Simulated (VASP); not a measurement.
Input of a VASP 6.6.1 run:

File INCAR:

```
ALGO = Normal ; EDIFF = 1E-6
ENCUT = 520 ; GGA = PS
ISIF = 2 ; ISMEAR = 0
ISPIN = 2 ; LASPH = True
LCHARG = False ; LMAXMIX = 4
LORBIT = 11 ; LREAL = False
LWAVE = False ; MAGMOM = 1 0
NBANDS = 20 ; NELM = 150
PREC = Accurate ; SIGMA = 0.1
```

Contents of KPOINTS:

```
k-points
0
Gamma
  8 8 8
```

The input POSCAR:

```
TiN
1.0
    0.0000000000      2.1220000000      2.1220000000
    2.1220000000      0.0000000000      2.1220000000
    2.1220000000      2.1220000000      0.0000000000
Ti N
1 1
Direct
    0.0000000000      0.0000000000      0.0000000000
    0.5000000000      0.5000000000      0.5000000000
```

Potentials or basis: VASP PAW PBE potentials, release 64 (Ti_sv, N).

Launch:

```sh
$ cat potpaw_PBE.64/Ti_sv/POTCAR potpaw_PBE.64/N/POTCAR > POTCAR
$ mpirun -np 1 vasp_std > vasp.out
```

(1) What does it give for the pressure?

(2) Predict the net moment.

Results:

(1) -7.4 GPa.

(2) 0.00 μB per cell.

Caveat: the PAW data sets were made with another functional, which shifts forces and pressure a little.
